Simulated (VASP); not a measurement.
# AuCF (P4/nmm) in VASP: notebook

The runs below take AuCF through single point, relaxation of cell and atoms, with PBE.

Program: VASP 6.6.1. These are calculated values, not measurements. Logs are shortened: lines on timing, memory, paths and dates and some standing lists are left out, and cuts for length are marked.

## Step 1: The cell of the first run

Symmetry: P4/nmm, No. 129, tetragonal system. The conventional cell has a = 3.650 Å, b = 3.650 Å, c = 5.664 Å, α = 90.00°, β = 90.00°, γ = 90.00°. Within 2.9 Å of C (site symmetry -4m2) lie 4 Au at 2.17 Å and 4 C at 2.58 Å. Au (site symmetry 4mm) has 4 C at 2.17 Å and 5 F at 2.22 to 2.80 Å within 2.9 Å. F (site symmetry 4mm) has 5 Au at 2.22 to 2.80 Å and 4 F at 2.82 Å within 2.9 Å.

## Step 2: Single point, PBE

INCAR reads:

```
PREC = Accurate
ENCUT = 520
EDIFF = 1E-7
ISMEAR = 0
SIGMA = 0.1
LREAL = F
LASPH = T
NELM = 100
ALGO = Normal
ISIF = 2
LWAVE = F
LCHARG = F
GGA = PE
NBANDS = 31
```

KPOINTS reads:

```
regular mesh
0
Gamma
  10 10 8
```

POSCAR reads:

```
AuCF
1.0
    3.6502615570      0.0000000000      0.0000000000
    0.0000000000      3.6502615570      0.0000000000
    0.0000000000      0.0000000000      5.6635178904
C Au F
2 2 2
Direct
    0.0000000000      0.0000000000      0.0000000000
    0.5000000000      0.5000000000      0.0000000000
    0.5000000000      0.0000000000      0.2085133844
    0.0000000000      0.5000000000      0.7914866156
    0.5000000000      0.0000000000      0.6012802251
    0.0000000000      0.5000000000      0.3987197749
```

Potentials or basis: VASP PAW PBE potentials, release 64 (C, Au, F).

Launch:

```bash
$ cat potpaw_PBE.64/C/POTCAR potpaw_PBE.64/Au/POTCAR potpaw_PBE.64/F/POTCAR > POTCAR
$ mpirun -np 1 vasp_std > vasp.out
```

OUTCAR:

```text
PREC = Accurate
   ENCUT = 520
   EDIFF = 1E-7
   ISMEAR = 0
   LREAL = F
   LASPH = T
   NELM = 100
   ISIF = 2
   GGA = PE

 ion  position               nearest neighbor table
   1  0.000  0.000  0.000-   3 2.17   4 2.17   4 2.17   3 2.17
   2  0.500  0.500  0.000-   3 2.17   4 2.17   3 2.17   4 2.17
   3  0.500  0.000  0.209-   1 2.17   2 2.17   2 2.17   1 2.17   5 2.22   4 3.50   4 3.50   4 3.50
                             4 3.50
   4  0.000  0.500  0.791-   1 2.17   2 2.17   1 2.17   2 2.17   6 2.22   3 3.50   3 3.50   3 3.50
                             3 3.50
   5  0.500  0.000  0.601-   3 2.22
   6  0.000  0.500  0.399-   4 2.22

  LATTYP: Found a simple tetragonal cell.
 ALAT       =     3.6502615570
 C/A-ratio  =     1.5515375548

  Lattice vectors:

 A1 = (   3.6502615570,   0.0000000000,   0.0000000000)
 A2 = (   0.0000000000,   3.6502615570,   0.0000000000)
 A3 = (   0.0000000000,   0.0000000000,   5.6635178904)

Analysis of symmetry for initial positions (statically):
=====================================================================
 Subroutine PRICEL returns:
 Original cell was already a primitive cell.

 Routine SETGRP: Setting up the symmetry group for a
 simple tetragonal supercell.

 Subroutine GETGRP returns: Found 16 space group operations
 (whereof  8 operations were pure point group operations)
 out of a pool of 16 trial point group operations.

The static configuration has the point symmetry D_2d.
 The point group associated with its full space group is D_4h.

Analysis of symmetry for dynamics (positions and initial velocities):
=====================================================================
 Subroutine PRICEL returns:
 Original cell was already a primitive cell.

 Routine SETGRP: Setting up the symmetry group for a
 simple tetragonal supercell.

 Subroutine GETGRP returns: Found 16 space group operations
 (whereof  8 operations were pure point group operations)
 out of a pool of 16 trial point group operations.

The dynamic configuration has the point symmetry D_2d.
 The point group associated with its full space group is D_4h.

 Subroutine INISYM returns: Found 16 space group operations
 (whereof  8 operations are pure point group operations),
 and found     1 'primitive' translations

----------------------------------------------------------------------------------------

                                     Primitive cell

  volume of cell :      75.4630

  direct lattice vectors                    reciprocal lattice vectors
     3.650261557  0.000000000  0.000000000     0.273952971  0.000000000  0.000000000
     0.000000000  3.650261557  0.000000000     0.000000000  0.273952971  0.000000000
     0.000000000  0.000000000  5.663517890     0.000000000  0.000000000  0.176568702

  length of vectors
     3.650261557  3.650261557  5.663517890     0.273952971  0.273952971  0.176568702

  position of ions in fractional coordinates (direct lattice)
     0.000000000  0.000000000  0.000000000
     0.500000000  0.500000000  0.000000000
     0.500000000  0.000000000  0.208513384
     0.000000000  0.500000000  0.791486616
     0.500000000  0.000000000  0.601280225
     0.000000000  0.500000000  0.398719775

  ion indices of the primitive-cell ions
   primitive index   ion index
                 1           1
                 2           2
                 3           3
                 4           4
                 5           5
                 6           6

----------------------------------------------------------------------------------------

 KPOINTS: regular mesh

Automatic generation of k-mesh.
 Grid dimensions read from file:
 generate k-points for:   10   10    8

 Generating k-lattice:

  Cartesian coordinates                     Fractional coordinates (reciprocal lattice)
     0.027395297  0.000000000  0.000000000     0.100000000  0.000000000  0.000000000
     0.000000000  0.027395297  0.000000000     0.000000000  0.100000000  0.000000000
     0.000000000  0.000000000  0.022071088     0.000000000  0.000000000  0.125000000

  Length of vectors
     0.027395297  0.027395297  0.022071088

  Shift w.r.t. Gamma in fractional coordinates (k-lattice)
     0.000000000  0.000000000  0.000000000

 Subroutine IBZKPT returns following result:
 ===========================================

 Found    105 irreducible k-points:

 Following reciprocal coordinates:
            Coordinates               Weight
  0.000000  0.000000  0.000000      1.000000
  0.100000  0.000000  0.000000      4.000000
  0.200000  0.000000  0.000000      4.000000
  0.300000  0.000000  0.000000      4.000000
  0.400000  0.000000  0.000000      4.000000
  0.500000  0.000000  0.000000      2.000000
[... 16 lines left out ...]
  0.100000  0.000000  0.125000      8.000000
  0.200000  0.000000  0.125000      8.000000
 [... further k-points ...]
   k-points           NKPTS =    105   k-points in BZ     NKDIM =    105   number of bands    NBANDS=     31
[... 53 lines left out ...]
 NGX is ok and might be reduce to    28
   NGX = 13   NGY = 13   NGZ = 21

 number of electron      44.0000006 magnetization

 Free energy of the ion-electron system (eV)
  ---------------------------------------------------
  ext. energy  EPLUGINS =         0.00000000
  ---------------------------------------------------
  free energy    TOTEN  =       -23.55826933 eV

  energy without entropy =      -23.54360576  energy(sigma->0) =      -23.55093754

 E-fermi :   5.0353     XC(G=0): -11.2359

 val. band max:        5.0315715756   @ k =   0.5000   0.3000   0.2500
 cond. band min:       5.0424555902   @ k =   0.4000   0.4000   0.5000
 fundamental gap:      0.0108840146
 Fermi energy:         5.0353359514

 k-point     1 :       0.0000    0.0000    0.0000
  band No.  band energies     occupation
      1     -16.8976      2.00000
      2     -16.3986      2.00000
      3      -8.4447      2.00000
      4      -5.0336      2.00000
      5      -2.2078      2.00000
      6      -2.2078      2.00000
[... 23 lines left out ...]
     30      15.5506      0.00000
     31      15.5506      0.00000

 k-point     2 :       0.1000    0.0000    0.0000
  band No.  band energies     occupation
      1     -16.8825      2.00000
      2     -16.4076      2.00000
      3      -8.3733      2.00000
      4      -5.1361      2.00000
      5      -2.1677      2.00000
      6      -2.1398      2.00000
[... 23 lines left out ...]
     30      15.3746      0.00000
     31      15.6398      0.00000

 k-point     3 :       0.2000    0.0000    0.0000
  band No.  band energies     occupation
      1     -16.8390      2.00000
      2     -16.4348      2.00000
      3      -8.1641      2.00000
      4      -5.4275      2.00000
      5      -2.0508      2.00000
      6      -1.9910      2.00000
[... 23 lines left out ...]
     30      15.5794      0.00000
     31      15.9272      0.00000

 k-point     4 :       0.3000    0.0000    0.0000
  band No.  band energies     occupation
      1     -16.7738      2.00000
      2     -16.4798      2.00000
      3      -7.8319      2.00000
      4      -5.8601      2.00000
      5      -1.8670      2.00000
      6      -1.8267      2.00000
[... 23 lines left out ...]
     30      15.4152      0.00000
     31      16.4383      0.00000

 k-point     5 :       0.4000    0.0000    0.0000
  band No.  band energies     occupation
      1     -16.6961      2.00000
      2     -16.5412      2.00000
      3      -7.4001      2.00000
      4      -6.3706      2.00000
      5      -1.6532      2.00000
      6      -1.6294      2.00000
[... 23 lines left out ...]
     30      15.2092      0.00000
     31      17.1517      0.00000
[... 542 lines left out ...]
     30      15.4196      0.00000
     31      18.1555      0.00000

 k-point    22 :       0.0000    0.0000    0.1250
  band No.  band energies     occupation
      1     -16.8950      2.00000
      2     -16.3991      2.00000
      3      -8.4605      2.00000
      4      -5.0320      2.00000
      5      -2.2018      2.00000
      6      -2.2018      2.00000
[... 23 lines left out ...]
     30      15.6084      0.00000
     31      15.6084      0.00000

 k-point    23 :       0.1000    0.0000    0.1250
  band No.  band energies     occupation
      1     -16.8801      2.00000
      2     -16.4078      2.00000
      3      -8.3888      2.00000
      4      -5.1351      2.00000
      5      -2.1629      2.00000
      6      -2.1418      2.00000
[... 23 lines left out ...]
     30      15.4947      0.00000
     31      15.6973      0.00000

 k-point    24 :       0.2000    0.0000    0.1250
  band No.  band energies     occupation
      1     -16.8368      2.00000
      2     -16.4345      2.00000
      3      -8.1788      2.00000
      4      -5.4281      2.00000
      5      -2.0500      2.00000
      6      -2.0095      2.00000
[... 23 lines left out ...]
     30      15.6820      0.00000
     31      15.9836      0.00000

 [... further k-points ...]
[... 5 lines left out ...]
  --------------------------------------------------------------------------------------
  -------------------------------------------------------------------------------------
  Total       -0.1338963     -0.1338963     -0.0018247      0.0000000     -0.0000000      0.0000000
  in kB       -2.8427901     -2.8427901     -0.0387405      0.0000000     -0.0000000      0.0000000
  external PRESSURE =      -1.9081069 kB  Pullay stress =       0.0000000 kB

 VOLUME and BASIS-vectors are now :
 -----------------------------------------------------------------------------
  energy-cutoff  :      520.00
  volume of cell :       75.46
      direct lattice vectors                 reciprocal lattice vectors
     3.650261557  0.000000000  0.000000000     0.273952971  0.000000000  0.000000000
     0.000000000  3.650261557  0.000000000     0.000000000  0.273952971  0.000000000
     0.000000000  0.000000000  5.663517890     0.000000000  0.000000000  0.176568702

 POSITION                                       TOTAL-FORCE (eV/Angst)
 -----------------------------------------------------------------------------------
      0.00000      0.00000      0.00000        -0.000000      0.000000     -0.000000
      1.82513      1.82513      0.00000         0.000000     -0.000000     -0.000000
      1.82513      0.00000      1.18092         0.000000      0.000000      0.015884
      0.00000      1.82513      4.48260        -0.000000      0.000000     -0.015884
      1.82513      0.00000      3.40536         0.000000      0.000000      0.031258
      0.00000      1.82513      2.25816        -0.000000      0.000000     -0.031258
 -----------------------------------------------------------------------------------
    total drift:                                0.000000      0.000000      0.000000

  FREE ENERGIE OF THE ION-ELECTRON SYSTEM (eV)
  ---------------------------------------------------
  free  energy   TOTEN  =       -23.5582693260 eV

  energy  without entropy=      -23.5436057606  energy(sigma->0) =      -23.55093754
```

Wall time 2.3 min (1 thread of AMD EPYC 9R14 (Zen 4), shared host); peak memory 0.3 GiB.

Results:

| Item | Value |
| --- | --- |
| Free energy | -23.5583 eV |
| Pressure | -0.2 GPa |
| Largest force | 0.031 eV/Å |
| Band gap on the k mesh | zero (band 22 reaches 5.85 eV, above the bottom of band 23 at 4.39 eV) |

Forces in eV/Å, atoms in the order of the input:
```
C    0.000  0.000  0.000
C    0.000  0.000  0.000
Au   0.000  0.000  0.016
Au   0.000  0.000 -0.016
F    0.000  0.000  0.031
F    0.000  0.000 -0.031
```

Stress tensor (GPa, compression positive):
```
-0.28  0.00  0.00
 0.00 -0.28  0.00
 0.00  0.00  0.00
```

Caveat: spin-orbit coupling is left out, which moves the levels of the heavy elements.

## Step 3: Relaxation of cell and atoms, PBE

This run uses another cell than the first one, of 12.62 Å³/atom, 1.004 times its volume.

INCAR reads:

```
PREC     = Accurate       # precision mode
ENCUT    = 600            # plane-wave cutoff, eV
EDIFF    = 1E-6           # SCF threshold, eV
ISMEAR   = 0              # smearing method
SIGMA    = 0.1            # smearing width, eV
LREAL    = F              # projectors in reciprocal space
LASPH    = T              # aspherical terms in the spheres
NELM     = 100            # most SCF steps
ALGO     = Normal         # electronic algorithm
ISIF     = 3              # what is computed and relaxed
LWAVE    = F              # write WAVECAR
LCHARG   = F              # write CHGCAR
GGA      = PE             # functional
IBRION   = 2              # ionic algorithm
NSW      = 100            # ionic steps
EDIFFG   = -0.01          # ionic threshold
```

KPOINTS reads:

```
Automatic mesh
0
Gamma
  10 10 8
```

POSCAR reads:

```
AuCF
1.0
    3.6678089888      0.0000000000      0.0000000000
    0.0000000000      3.6678089888      0.0000000000
    0.0000000000      0.0000000000      5.6294369992
C Au F
2 2 2
Direct
    0.0000000000      0.0000000000      0.0000000000
    0.5000000000      0.5000000000      0.0000000000
    0.5000000000      0.0000000000      0.2074188049
    0.0000000000      0.5000000000      0.7925811951
    0.5000000000      0.0000000000      0.6031011983
    0.0000000000      0.5000000000      0.3968988017
```

Potentials or basis: VASP PAW PBE potentials, release 64 (C, Au, F).

Launch:

```bash
$ cat potpaw_PBE.64/C/POTCAR potpaw_PBE.64/Au/POTCAR potpaw_PBE.64/F/POTCAR > POTCAR
$ mpirun -np 1 vasp_std > vasp.out
```

It took 5.9 min on 1 thread of AMD EPYC 9R14 (Zen 4), shared host; peak memory 0.35 GiB.

The run converged. Its results:

* Free energy: -23.5629 eV
* Relaxed volume: 12.54 Å³/atom
* Relaxed cell: a = 3.644 Å, b = 3.644 Å, c = 5.666 Å, α = 90.00°, β = 90.00°, γ = 90.00°
* Space group after relaxing (to 0.05 Å): P4/nmm (No. 129)
* Energy gained by relaxing: 0.7 meV/atom
* Ionic steps: 4
* Pressure after relaxing: 0.0 GPa
* Largest force after relaxing: 0.008 eV/Å
* Band gap on the k mesh: zero (band 22 reaches 5.90 eV, above the bottom of band 23 at 4.46 eV)

Forces in eV/Å, atoms in the order of the input:
```
C    0.000  0.000  0.000
C    0.000  0.000  0.000
Au   0.000  0.000 -0.006
Au   0.000  0.000  0.006
F    0.000  0.000 -0.008
F    0.000  0.000  0.008
```

The path:
| step | energy change (eV) | largest force (eV/Å) | pressure (GPa) | volume (Å³) |
| --- | --- | --- | --- | --- |
| 1 | 0.0000 | 0.0647 | -0.54 | 75.73 |
| 2 | -0.0028 | 0.0676 | 0.15 | 75.27 |
| 3 | -0.0031 | 0.0693 | 0.50 | 75.05 |
| 4 | -0.0042 | 0.0076 | 0.00 | 75.23 |

Final structure:
```
C Au F
1.0
     3.64380    0.00000    0.00000
     0.00000    3.64380    0.00000
     0.00000    0.00000    5.66624
C Au F
2 2 2
Direct
  0.00000 0.00000 0.00000
  0.50000 0.50000 0.00000
  0.50000 0.00000 0.20921
  0.00000 0.50000 0.79079
  0.50000 0.00000 0.60302
  0.00000 0.50000 0.39698
```

Levels at points of the mesh, in eV from the Fermi level:
```csv
k point,band 20,band 21,band 22,band 23,band 24,band 25
"(0.00, 0.00, 0.00)",-1.38,-0.81,0.76,0.76,2.53,2.53
"(0.50, 0.00, 0.00)",-2.28,-1.39,-1.39,1.36,1.36,1.66
"(0.50, 0.50, 0.00)",-2.52,-1.37,-1.37,-0.63,-0.63,3.51
"(0.00, 0.00, 0.50)",-1.33,-1.29,0.19,0.19,2.52,2.52
"(0.50, 0.00, 0.50)",-1.99,-1.33,-1.33,1.32,1.32,1.33
"(0.50, 0.50, 0.50)",-2.37,-1.93,-1.93,-0.21,-0.21,3.51
```

Caveat: spin-orbit coupling is left out, which moves the levels of the heavy elements.

## Step 4: Single point, PBE, collinear spin, ferromagnetic start

This run uses another cell than the first one, of 15.62 Å³/atom, 1.242 times its volume.

INCAR reads:

```
PREC = Accurate ; ENCUT = 520
EDIFF = 1E-7 ; ISMEAR = 0
SIGMA = 0.1 ; LREAL = False
LASPH = True ; NELM = 150
ALGO = Normal ; ISIF = 2
LWAVE = False ; LCHARG = True
ISPIN = 2 ; MAGMOM = 0 0 1 1 0 0
LORBIT = 11 ; LMAXMIX = 4
GGA = PE ; LELF = True
LVHAR = True ; NBANDS = 35
```

KPOINTS reads:

```
Automatic mesh
0
Gamma
  6 6 4
```

POSCAR reads:

```
AuCF
1.0
    3.6665826900      0.0000000000      0.0000000000
    0.0000000000      3.6665826900      0.0000000000
    0.0000000000      0.0000000000      6.9723560400
C Au F
2 2 2
Direct
    0.0000000000      0.0000000000      0.0000000000
    0.5000000000      0.5000000000      0.0000000000
    0.5000000000      0.0000000000      0.2989999900
    0.0000000000      0.5000000000      0.7010000100
    0.5000000000      0.0000000000      0.6570000100
    0.0000000000      0.5000000000      0.3429999900
```

Launch:

```bash
$ cat potpaw_PBE.64/C/POTCAR potpaw_PBE.64/Au/POTCAR potpaw_PBE.64/F/POTCAR > POTCAR
$ mpirun -np 1 vasp_std > vasp.out
```

Run time: 2.2 min. Hardware: 1 thread of AMD EPYC 9R14 (Zen 4), shared host; peak memory 0.29 GiB.

It converged, with:

```yaml
Free_energy: -19.1235 eV
Pressure: -15.6 GPa
Largest_force: 2.266 eV/Å
Band_gap_on_the_k_mesh: zero (filled and empty bands overlap)
Net_moment: 0.00 μB per cell
Valence_electrons_inside_the_program's_atomic_spheres: C 1.94; Au 9.28; F 5.98
```

Forces on the atoms (eV/Å):
```
C    0.000  0.000  0.000
C    0.000  0.000  0.000
Au   0.000  0.000 -2.266
Au   0.000  0.000  2.266
F    0.000  0.000 -0.812
F    0.000  0.000  0.812
```

Stress tensor (GPa, compression positive):
```
-14.71   0.00   0.00
  0.00 -14.71   0.00
  0.00   0.00 -17.35
```

Levels at points of the mesh, in eV from the Fermi level:
Spin up:
```tsv
k point	band 20	band 21	band 22	band 23	band 24	band 25
(0.00, 0.00, 0.00)	-1.97	-1.66	-0.34	-0.34	0.18	1.75
(0.50, 0.00, 0.00)	-0.65	-0.19	-0.19	0.82	0.82	0.89
(0.50, 0.50, 0.00)	-1.79	-1.13	-1.13	0.97	0.97	3.01
(0.00, 0.00, 0.50)	-1.97	-1.88	-0.39	-0.39	1.72	1.92
(0.50, 0.00, 0.50)	-0.68	0.14	0.14	0.79	0.79	0.79
(0.50, 0.50, 0.50)	-1.79	-1.31	-1.31	1.00	1.00	2.72
```
Spin down:
```tsv
k point	band 18	band 19	band 20	band 21	band 22	band 23	band 24	band 25	band 26	band 27
(0.00, 0.00, 0.00)	-2.07	-1.99	-1.97	-1.66	-0.34	-0.34	0.18	1.75	3.12	3.12
(0.50, 0.00, 0.00)	-1.47	-0.65	-0.65	-0.19	-0.19	0.82	0.82	0.89	0.89	3.46
(0.50, 0.50, 0.00)	-1.85	-1.79	-1.79	-1.13	-1.13	0.97	0.97	3.01	3.01	3.76
(0.00, 0.00, 0.50)	-2.19	-2.06	-1.97	-1.88	-0.39	-0.39	1.72	1.92	2.12	3.10
(0.50, 0.00, 0.50)	-1.41	-0.68	-0.68	0.14	0.14	0.79	0.79	0.79	0.79	3.89
(0.50, 0.50, 0.50)	-1.83	-1.79	-1.79	-1.31	-1.31	1.00	1.00	2.72	2.72	3.76
```

Caveat: spin-orbit coupling is left out, which moves the levels of the heavy elements; forces of over 1 eV/Å act on the atoms, so gaps and moduli don't describe the material at rest.

## Step 5: Overview

| task | spin | cell | k mesh | cutoff (eV) | gap on the mesh (eV) | pressure (GPa) | largest force (eV/Å) |
| --- | --- | --- | --- | --- | --- | --- | --- |
| single point | off | a = 3.650, b = 3.650, c = 5.664 Å, 6 atoms | 10 × 10 × 8 | 520 | none | -0.2 | 0.03 |
| relaxation of cell and atoms | off | relaxed from a = 3.668, b = 3.668, c = 5.629 Å, 6 atoms | 10 × 10 × 8 | 600 | none | 0.0 | 0.01 |
| single point | collinear, ferromagnetic start | a = 3.667, b = 3.667, c = 6.972 Å, 6 atoms | 6 × 6 × 4 | 520 | none | -15.6 | 2.27 |

Alike in all rows: level PBE; potentials or basis VASP PAW PBE potentials, release 64 (C, Au, F); smearing gaussian 0.1 eV.

Caveats: spin-orbit coupling is left out, which moves the levels of the heavy elements; forces of over 1 eV/Å act on the atoms, so gaps and moduli don't describe the material at rest (some runs).

Absolute energies hang on the potentials; compare differences alone.
